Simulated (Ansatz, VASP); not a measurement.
# Two plane-wave programs on Au

File INCAR:

```
  PREC = Accurate
  ENCUT = 520
  EDIFF = 1E-7
  ISMEAR = 0
  SIGMA = 0.15
  LREAL = F
  LASPH = T
  NELM = 80
  ALGO = Fast
  ISIF = 2
  LWAVE = F
  LCHARG = F
  GGA = PS
  NBANDS = 18
```

KPOINTS

```
regular mesh
0
Gamma
  22 22 14
```

Contents of POSCAR:

```
Au
1.0
   -1.6210733944      1.6210733944      1.6210733944
    1.6210733944     -1.6210733944      1.6210733944
    3.2421467888      3.2421467888      0.0000000000
Au
2
Direct
    0.0218098324     -0.0218098324      0.0000000000
    0.4781901676      0.5218098324      0.5000000000
```

Input for Ansatz:

```yaml
crystal:
  lattice:
    - [-1.6210733944, 1.6210733944, 1.6210733944]
    - [1.6210733944, -1.6210733944, 1.6210733944]
    - [3.2421467888, 3.2421467888, 0.0]
  atoms:
    - { symbol: Au, position: [0.0218098324, -0.0218098324, 0.0] }
    - { symbol: Au, position: [0.4781901676, 0.5218098324, 0.5] }
basis:
  ecutwfc: 420
kpoints:
  mp_grid: { grid: [22, 22, 14] }
hamiltonian:
  xc: pbesol
scf:
  occupations: { method: gaussian, width: 0.15 }
output:
  forces: true
  stress: true
  eigenvalues: true
```

Change from the starting cell: mode 4 (9.3 1/cm) frozen in, largest displacement +0.100 Å.

Alike in both runs: task single point; functional PBEsol; k mesh 22 × 22 × 14; occupations gaussian, width 0.15 eV; no spin polarisation.

|  | VASP | Ansatz |
| --- | --- | --- |
| version | VASP 6.6.1 | Ansatz 0.2.0 |
| potentials or method | VASP PAW PBE potentials, release 64 (Au), cutoff 520 eV | scalar-relativistic, plane waves, PAW |
| valence electrons in the cell | 22 | 38 |

```csv
,VASP,Ansatz,Ansatz less VASP
gap on the k mesh at the Fermi level (eV),none,none,-
pressure (GPa),0.0,0.3,+0.29
"traceless stress, the component that is largest in VASP (GPa)",0.16,0.15,-0.008
rms of the force components (eV/Å),0.004,0.005,+0.0007
```

VASP's potentials were made for PBE, not for PBEsol. Atom by atom the forces differ by 0.001 eV/Å (rms over components). A gap of «none» marks a metal or a gap that the smearing closes. With one functional, cell and mesh, what is left measures potentials, basis and numerics. VASP's potentials hold 22 valence electrons a cell and Ansatz's 38, so a difference there can come from the potentials and not from the codes.

Spin-orbit coupling is off throughout.
